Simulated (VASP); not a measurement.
## Ge3Br2: single point with PBE

The system is Ge3Br2.

```
CELL_PARAMETERS angstrom
4.33851 0.00000 0.00000
-2.16925 3.75726 0.00000
0.00000 0.00000 6.75001
ATOMIC_POSITIONS crystal
Ge 0.00000 0.00000 0.00000
Ge 0.33333 0.66667 0.64500
Ge 0.66667 0.33333 0.35500
Br 0.33333 0.66667 0.24500
Br 0.66667 0.33333 0.75500
```

```yaml
Program: VASP 6.6.1
Task: single point
Functional: PBE
Potentials_or_basis: VASP PAW PBE potentials, release 64 (Ge_d, Br)
Cutoff: 520 eV
k_mesh: 6 × 6 × 4
Occupations: gaussian, width 0.1 eV
Spin: no spin polarisation
```

```json
{
  "Pressure": "14.6 GPa",
  "Largest force": "2.377 eV/Å",
  "Band gap on the k mesh": "zero (band 28 reaches 6.41 eV, above the bottom of band 29 at 5.71 eV)"
}
```

Forces on the atoms (eV/Å):
```
Ge   0.000  0.000  0.000
Ge   0.000  0.000  0.296
Ge   0.000  0.000 -0.296
Br   0.000  0.000 -2.377
Br   0.000  0.000  2.377
```

Stress tensor (GPa, compression positive):
```
15.93  0.00  0.00
 0.00 15.93  0.00
 0.00  0.00 11.95
```

Levels at points of the mesh, in eV from the Fermi level:
```
           k point  band 24  band 25  band 26  band 27  band 28  band 29  band 30  band 31  band 32  band 33
(0.00, 0.00, 0.00)    -5.66    -5.20    -3.09    -0.84    -0.84    -0.06     0.23     0.23     0.62     2.43
(0.50, 0.00, 0.00)    -5.49    -3.73    -2.96    -0.58    -0.36     0.44     1.05     1.71     2.64     2.91
(0.00, 0.00, 0.50)    -5.72    -4.62    -4.26    -1.19    -1.19    -0.11     0.34     0.34     1.44     2.40
(0.50, 0.00, 0.50)    -6.09    -4.26    -2.47    -1.76    -0.35     0.89     1.26     1.34     1.96     2.60
```

Run time: 34 s on 1 thread of Intel(R) Xeon(R) 6975P-C (Granite Rapids), on a shared host, peak memory 0.25 GiB.

Caveat: forces of over 1 eV/Å act on the atoms, so gaps and moduli don't describe the material at rest.
